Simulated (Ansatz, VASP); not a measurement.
Au in VASP and in Ansatz

Contents of POSCAR:

```
Au
1.0
    2.8129984581      0.0000000000      0.0000000000
   -1.4064992291      2.4361281255      0.0000000000
    0.0000000000      0.0000000000      5.0264000000
Au
2
Direct
    0.3333333333      0.6666666667      0.7500000000
    0.6666666667      0.3333333333      0.2500000000
```

The input INCAR.step1:

```
PREC = Accurate
ENCUT = 520
ISMEAR = 0
SIGMA = 0.15
LREAL = False
LASPH = True
NELM = 60
NBANDS = 18
GGA = PE
ALGO = Normal
EDIFF = 1E-4
LWAVE = True
LCHARG = False
```

The input INCAR.step2:

```
PREC = Accurate
ENCUT = 520
EDIFF = 1E-6
ISMEAR = 0
SIGMA = 0.15
LREAL = False
LASPH = True
NELM = 60
ALGO = Normal
ISIF = 2
LWAVE = False
LCHARG = False
METAGGA = R2SCAN
LMIXTAU = True
NBANDS = 18
ISTART = 1
```

Contents of KPOINTS:

```
regular mesh
0
Gamma
  18 18 10
```

Input for Ansatz:

```yaml
crystal:
  lattice:
    - [2.8129984581, 0.0, 0.0]
    - [-1.4064992291, 2.4361281255, 0.0]
    - [0.0, 0.0, 5.0264]
  atoms:
    - { symbol: Au, position: [0.3333333333, 0.6666666667, 0.75] }
    - { symbol: Au, position: [0.6666666667, 0.3333333333, 0.25] }
basis:
  ecutwfc: 500
kpoints:
  mp_grid: { grid: [18, 18, 10] }
hamiltonian:
  xc: r2scan
scf:
  occupations: { method: gaussian, width: 0.15 }
output:
  forces: true
  stress: true
  eigenvalues: true
  write_density: true
  write_potential: true
  elf: true
  volumetric_format: npy
```

Change from the starting cell: strain -0.030 along x and y, +0.030 along z, atoms carried along.

Alike in both runs: task single point; functional r2SCAN; k mesh 18 × 18 × 10; occupations gaussian, width 0.15 eV; no spin polarisation.

|  | VASP | Ansatz |
| --- | --- | --- |
| version | VASP 6.6.1 | Ansatz 0.2.0 |
| potentials or method | VASP PAW PBE potentials, release 64 (Au), cutoff 520 eV | scalar-relativistic, plane waves, PAW |
| valence electrons in the cell | 22 | 38 |

|  | VASP | Ansatz | Ansatz less VASP |
| --- | --- | --- | --- |
| gap on the k mesh at the Fermi level (eV) | none | none | - |
| pressure (GPa) | 4.8 | 4.5 | -0.33 |
| traceless stress, the component that is largest in VASP (GPa) | -3.49 | -3.36 | +0.131 |

VASP's potentials were made for PBE, not for r2SCAN. A gap of «none» marks a metal or a gap that the smearing closes. The functional is the same, so the differences come from potentials, cutoffs and numerics. VASP's potentials hold 22 valence electrons a cell and Ansatz's 38, so a difference there can come from the potentials and not from the codes.

Spin-orbit coupling is off throughout.
